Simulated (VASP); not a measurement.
# MgO (R-3m) in VASP: single point with r2SCAN

Aim: the single point of MgO with r2SCAN.

All numbers are computed with VASP 6.6.1; they aren't measurements. Logs are shortened: lines on timing, memory, paths and dates and some standing lists are left out, and cuts for length are marked.

## Step 1: The cell of the first run

It takes space group R-3m (No. 166, trigonal). Conventional cell: a = 2.362 Å, b = 2.362 Å, c = 11.287 Å, α = 90.00°, β = 90.00°, γ = 120.00°. Mg (site symmetry -3m) has 6 O at 2.32 Å and 6 Mg at 2.36 Å within 3.1 Å. O (site symmetry -3m) has 6 Mg at 2.32 Å and 6 O at 2.36 Å within 3.1 Å.

## Step 2: Single point, r2SCAN

POSCAR reads:

```
MgO
1.0
    1.1811496351      0.6819370598      3.7621803193
   -1.1811496351      0.6819370598      3.7621803193
    0.0000000000     -1.3638741196      3.7621803193
Mg O
1 1
Direct
    0.0000000000      0.0000000000      0.0000000000
    0.5000000000      0.5000000000      0.5000000000
```

INCAR.step1 reads:

```
SYSTEM = MgO
PREC = Accurate
ENCUT = 520
ISMEAR = 0
SIGMA = 0.1
LREAL = .False.
LASPH = .True.
NELM = 100
NBANDS = 11
GGA = PE
ALGO = Normal
EDIFF = 1E-4
LWAVE = .True.
LCHARG = .False.
```

INCAR.step2 reads:

```
SYSTEM = MgO
PREC = Accurate
ENCUT = 520
EDIFF = 1E-6
ISMEAR = 0
SIGMA = 0.1
LREAL = .False.
LASPH = .True.
NELM = 100
ALGO = Normal
ISIF = 2
LWAVE = .False.
LCHARG = .False.
METAGGA = R2SCAN
LMIXTAU = .True.
NBANDS = 11
ISTART = 1
```

KPOINTS reads:

```
regular mesh
0
Gamma
  12 12 12
  0 0 0
```

Potentials or basis: VASP PAW PBE potentials, release 64 (Mg, O).

Command:

```
$ cat potpaw_PBE.64/Mg/POTCAR potpaw_PBE.64/O/POTCAR > POTCAR
$ cp INCAR.step1 INCAR
$ mpirun -np 1 vasp_std > vasp.out
$ cp INCAR.step2 INCAR
$ mpirun -np 1 vasp_std > vasp.out
```

OUTCAR:

```text
SYSTEM = MgO
   PREC = Accurate
   ENCUT = 520
   EDIFF = 1E-6
   ISMEAR = 0
   LREAL = .False.
   LASPH = .True.
   NELM = 100
   ISIF = 2
   METAGGA = R2SCAN
   ISTART = 1

 ion  position               nearest neighbor table
   1  0.000  0.000  0.000-   2 2.32   2 2.32   2 2.32   2 2.32   2 2.32   2 2.32
   2  0.500  0.500  0.500-   1 2.32   1 2.32   1 2.32   1 2.32   1 2.32   1 2.32

  LATTYP: Found a trigonal (rhomboedric) cell.
 ALAT       =     4.0017687800
 COS(alpha) =     0.8257648184

  Lattice vectors:

 A1 = (   1.1811496351,   0.6819370598,   3.7621803193)
 A2 = (  -1.1811496351,   0.6819370598,   3.7621803193)
 A3 = (   0.0000000000,  -1.3638741196,   3.7621803193)

Analysis of symmetry for initial positions (statically):
=====================================================================
 Subroutine PRICEL returns:
 Original cell was already a primitive cell.

 Routine SETGRP: Setting up the symmetry group for a
 trigonal (rhombohedral) supercell.

 Subroutine GETGRP returns: Found 12 space group operations
 (whereof 12 operations were pure point group operations)
 out of a pool of 12 trial point group operations.

The static configuration has the point symmetry D_3d.

Analysis of symmetry for dynamics (positions and initial velocities):
=====================================================================
 Subroutine PRICEL returns:
 Original cell was already a primitive cell.

 Routine SETGRP: Setting up the symmetry group for a
 trigonal (rhombohedral) supercell.

 Subroutine GETGRP returns: Found 12 space group operations
 (whereof 12 operations were pure point group operations)
 out of a pool of 12 trial point group operations.

The dynamic configuration has the point symmetry D_3d.

 Subroutine INISYM returns: Found 12 space group operations
 (whereof 12 operations are pure point group operations),
 and found     1 'primitive' translations

----------------------------------------------------------------------------------------

                                     Primitive cell

  volume of cell :      18.1819

  direct lattice vectors                    reciprocal lattice vectors
     1.181149635  0.681937060  3.762180319     0.423316390  0.244401832  0.088601105
    -1.181149635  0.681937060  3.762180319    -0.423316390  0.244401832  0.088601105
     0.000000000 -1.363874120  3.762180319     0.000000000 -0.488803664  0.088601105

  length of vectors
     4.001768780  4.001768780  4.001768780     0.496768737  0.496768737  0.496768737

  position of ions in fractional coordinates (direct lattice)
     0.000000000  0.000000000  0.000000000
     0.500000000  0.500000000  0.500000000

  ion indices of the primitive-cell ions
   primitive index   ion index
                 1           1
                 2           2

----------------------------------------------------------------------------------------

 KPOINTS: regular mesh

Automatic generation of k-mesh.
 Grid dimensions read from file:
 generate k-points for:   12   12   12

 Generating k-lattice:

  Cartesian coordinates                     Fractional coordinates (reciprocal lattice)
     0.035276366  0.020366819  0.007383425     0.083333333 -0.000000000  0.000000000
    -0.035276366  0.020366819  0.007383425    -0.000000000  0.083333333  0.000000000
     0.000000000 -0.040733639  0.007383425     0.000000000  0.000000000  0.083333333

  Length of vectors
     0.041397395  0.041397395  0.041397395

  Shift w.r.t. Gamma in fractional coordinates (k-lattice)
     0.000000000  0.000000000  0.000000000

 Subroutine IBZKPT returns following result:
 ===========================================

 Found    189 irreducible k-points:

 Following reciprocal coordinates:
            Coordinates               Weight
  0.000000  0.000000  0.000000      1.000000
  0.083333 -0.000000 -0.000000      6.000000
  0.166667 -0.000000 -0.000000      6.000000
  0.250000  0.000000  0.000000      6.000000
  0.333333 -0.000000 -0.000000      6.000000
  0.416667  0.000000  0.000000      6.000000
[... 16 lines left out ...]
  0.500000  0.166667  0.000000     12.000000
 -0.416667  0.166667  0.000000     12.000000
 [... further k-points ...]
   k-points           NKPTS =    189   k-points in BZ     NKDIM =    189   number of bands    NBANDS=     11
   number of dos      NEDOS =    301   number of ions     NIONS =      2
   total plane-waves  NPLWV =  27000
   dimension x,y,z NGX =    30 NGY =   30 NGZ =   30
   dimension x,y,z NGXF=    60 NGYF=   60 NGZF=   60
   ions per type =               1   1
   NGX,Y,Z   is equivalent  to a cutoff of  12.46, 12.46, 12.46 a.u.
   NGXF,Y,Z  is equivalent  to a cutoff of  24.93, 24.93, 24.93 a.u.
 SYSTEM =  MgO
   PREC   = accura    normal or accurate (medium, high low for compatibility)
   ISTART =      1    job   : 0-new  1-cont  2-samecut
   ICHARG =      0    charge: 1-file 2-atom 10-const
   ISPIN  =      1    spin polarized calculation?
   LNONCOLLINEAR =      F non collinear calculations
   LSORBIT =      F    spin-orbit coupling
   LASPH  =      T    aspherical Exc in radial PAW
   ENCUT  =  520.0 eV  38.22 Ry    6.18 a.u.   7.44  7.44  7.44*2*pi/ulx,y,z
   NELM   =    100;   NELMIN=  2; NELMDL=  0     # of ELM steps
   EDIFF  = 0.1E-05   stopping-criterion for ELM
   LREAL  =      F    real-space projection
   EDIFFG = 0.1E-04   stopping-criterion for IOM
   NSW    =      0    number of steps for IOM
   IBRION =     -1    ionic relax: 0-MD 1-quasi-New 2-CG
   NFREE  =      0    steps in history (QN), initial steepest desc. (CG)
   ISIF   =      2    stress and relaxation
   ISYM   =      2    0-nonsym 1-usesym 2-fastsym
   POTIM  = 0.5000    time-step for ionic-motion
   TEBEG  =    0.0;   TEEND  =   0.0 temperature during run
   PSTRESS=    0.0 pullay stress
   NELECT =       8.0000    total number of electrons
   NUPDOWN=      -1.0000    fix difference up-down
   EMIN   =  10.00;   EMAX   =-10.00  energy-range for DOS
   EFERMI =   0.00;   METHOD = LEGACY
   ISMEAR =     0;   SIGMA  =   0.10  broadening in eV -4-tet -1-fermi 0-gaus
   EFERMI_NEDOS =   21; number of points for ismear=-14 and -15
   IALGO  =     38    algorithm
   IMIX   =      4    mixing-type and parameters
     AMIX     =   0.40;   BMIX     =  1.00
     AMIX_MAG =   1.60;   BMIX_MAG =  1.00
  volume/ion in A,a.u.               =       9.09        61.35
  Fermi-wavevector in a.u.,A,eV,Ry     =   1.245159  2.353009 21.094757  1.550421
  Thomas-Fermi vector in A             =   2.379394
   LORBIT       =      0    0 simple, 1 ext, 2 COOP (PROOUT), +10 PAW based schemes
   METAGGA = R2SCAN    functional components
   LHFCALC =     F    Hartree Fock is set to
   AEXX    =    0.0000 exact exchange contribution
   IVDW    =     0    specifies the selected vdW correction
   LEPSILON=     F    determine dielectric tensor
   LRPA    =     F    only Hartree local field effects (RPA)
 non-spin polarized calculation
 Gauss-broadening in eV      SIGMA  =   0.10
  energy-cutoff  :      520.00
  volume of cell :       18.18
 maximum number of plane-waves:       510
 NGX is ok and might be reduce to    30
   NGX = 15   NGY = 15   NGZ = 15

 number of electron       8.0000000 magnetization

 Free energy of the ion-electron system (eV)
  ---------------------------------------------------
  ext. energy  EPLUGINS =         0.00000000
  ---------------------------------------------------
  free energy    TOTEN  =        -9.17738227 eV

  energy without entropy =       -9.16905138  energy(sigma->0) =       -9.17321683

 E-fermi :   6.2561     XC(G=0): -12.1212

 val. band max:        6.2533559284   @ k =  -0.1667   0.0833   0.0833
 cond. band min:       6.2623551501   @ k =  -0.2500  -0.2500   0.0833
 fundamental gap:      0.0089992217
 Fermi energy:         6.2561364215

 k-point     1 :       0.0000    0.0000    0.0000
  band No.  band energies     occupation
      1     -14.7415      2.00000
      2      -0.2756      2.00000
      3       1.3763      2.00000
      4       6.9736      0.00000
      5       6.9736      0.00000
      6      18.0718      0.00000
      7      21.3813      0.00000
      8      26.8559      0.00000
      9      26.8559      0.00000
     10      31.6603      0.00000
     11      33.6700      0.00000

 k-point     2 :       0.0833   -0.0000   -0.0000
  band No.  band energies     occupation
      1     -14.5944      2.00000
      2      -0.2215      2.00000
      3       1.6790      2.00000
      4       6.5085      0.00036
      5       6.8721      0.00000
      6      17.8768      0.00000
      7      21.7780      0.00000
      8      24.6133      0.00000
      9      26.7395      0.00000
     10      31.5850      0.00000
     11      33.2061      0.00000

 k-point     3 :       0.1667   -0.0000   -0.0000
  band No.  band energies     occupation
      1     -14.1705      2.00000
      2       0.0083      2.00000
      3       2.4099      2.00000
      4       5.3814      2.00000
      5       6.6029      0.00000
      6      17.2209      0.00000
      7      21.6758      0.00000
      8      22.6985      0.00000
      9      26.4183      0.00000
     10      28.5821      0.00000
     11      31.8223      0.00000

 k-point     4 :       0.2500    0.0000    0.0000
  band No.  band energies     occupation
      1     -13.5288      2.00000
      2       0.4587      2.00000
      3       2.6641      2.00000
      4       4.7267      2.00000
      5       6.2525      1.04099
      6      15.8565      0.00000
      7      19.7313      0.00000
      8      23.6315      0.00000
      9      25.8696      0.00000
     10      25.9915      0.00000
     11      29.3756      0.00000

 k-point     5 :       0.3333   -0.0000   -0.0000
  band No.  band energies     occupation
      1     -12.7890      2.00000
      2       0.9571      2.00000
      3       1.5887      2.00000
      4       5.6940      2.00000
      5       5.9198      2.00000
      6      14.0741      0.00000
      7      18.7007      0.00000
      8      23.5190      0.00000
      9      24.2855      0.00000
     10      25.5914      0.00000
     11      27.1355      0.00000
[... 211 lines left out ...]
 k-point    21 :       0.3333    0.1667   -0.0000
  band No.  band energies     occupation
      1     -13.1603      2.00000
      2       0.1940      2.00000
      3       2.6879      2.00000
      4       5.5022      2.00000
      5       5.8412      2.00000
      6      15.1572      0.00000
      7      18.9252      0.00000
      8      22.2004      0.00000
      9      25.6152      0.00000
     10      25.9249      0.00000
     11      29.1135      0.00000

 k-point    22 :       0.4167    0.1667    0.0000
  band No.  band energies     occupation
      1     -12.4928      2.00000
      2       0.7942      2.00000
      3       1.7398      2.00000
      4       4.7865      2.00000
      5       6.9237      0.00000
      6      13.9674      0.00000
      7      18.2096      0.00000
      8      21.1832      0.00000
      9      23.6263      0.00000
     10      25.3588      0.00000
     11      29.0566      0.00000

 k-point    23 :       0.5000    0.1667    0.0000
  band No.  band energies     occupation
      1     -11.9398      2.00000
      2       0.6174      2.00000
      3       1.7307      2.00000
      4       4.2739      2.00000
      5       7.8588      0.00000
      6      12.7855      0.00000
      7      17.9682      0.00000
      8      20.3573      0.00000
      9      22.0778      0.00000
     10      24.8516      0.00000
     11      29.8422      0.00000

 k-point    24 :      -0.4167    0.1667    0.0000
  band No.  band energies     occupation
      1     -11.7254      2.00000
      2       0.3084      2.00000
      3       2.1079      2.00000
      4       4.0902      2.00000
      5       8.1861      0.00000
      6      11.9089      0.00000
      7      18.4035      0.00000
      8      19.7299      0.00000
      9      21.8401      0.00000
     10      24.6565      0.00000
     11      30.0924      0.00000

 [... further k-points ...]

------------------------ aborting loop because EDIFF is reached ----------------------------------------

  FORCE on cell =-STRESS in cart. coord.  units (eV):
  Direction    XX          YY          ZZ          XY          YZ          ZX
  --------------------------------------------------------------------------------------
  -------------------------------------------------------------------------------------
  Total       12.5060879     12.5060879    -11.3159628     -0.0000000     -0.0000000      0.0000000
  in kB     1102.0263708   1102.0263709   -997.1535098     -0.0000000     -0.0000000      0.0000000
  external PRESSURE =     402.2997439 kB  Pullay stress =       0.0000000 kB

 VOLUME and BASIS-vectors are now :
 -----------------------------------------------------------------------------
  energy-cutoff  :      520.00
  volume of cell :       18.18
      direct lattice vectors                 reciprocal lattice vectors
     1.181149635  0.681937060  3.762180319     0.423316390  0.244401832  0.088601105
    -1.181149635  0.681937060  3.762180319    -0.423316390  0.244401832  0.088601105
     0.000000000 -1.363874120  3.762180319     0.000000000 -0.488803664  0.088601105

 POSITION                                       TOTAL-FORCE (eV/Angst)
 -----------------------------------------------------------------------------------
      0.00000      0.00000      0.00000        -0.000000     -0.000000      0.000000
      0.00000      0.00000      5.64327         0.000000      0.000000     -0.000000
 -----------------------------------------------------------------------------------
    total drift:                               -0.000000      0.000000      0.000000

  FREE ENERGIE OF THE ION-ELECTRON SYSTEM (eV)
  ---------------------------------------------------
  free  energy   TOTEN  =        -9.1773822729 eV

  energy  without entropy=       -9.1690513808  energy(sigma->0) =       -9.17321683
```

Run time: 6.9 min. Hardware: 1 thread of Intel Xeon 8259CL, shared host; peak memory 0.2 GiB.

Results:

* Free energy: -9.1774 eV
* Pressure: 40.2 GPa
* Band gap on the k mesh: zero (bands 4 and 5 overlap by 1.43 eV)

Caveat: the cell stands under pressure; the PAW data sets were made with another functional, which shifts forces and pressure a little.
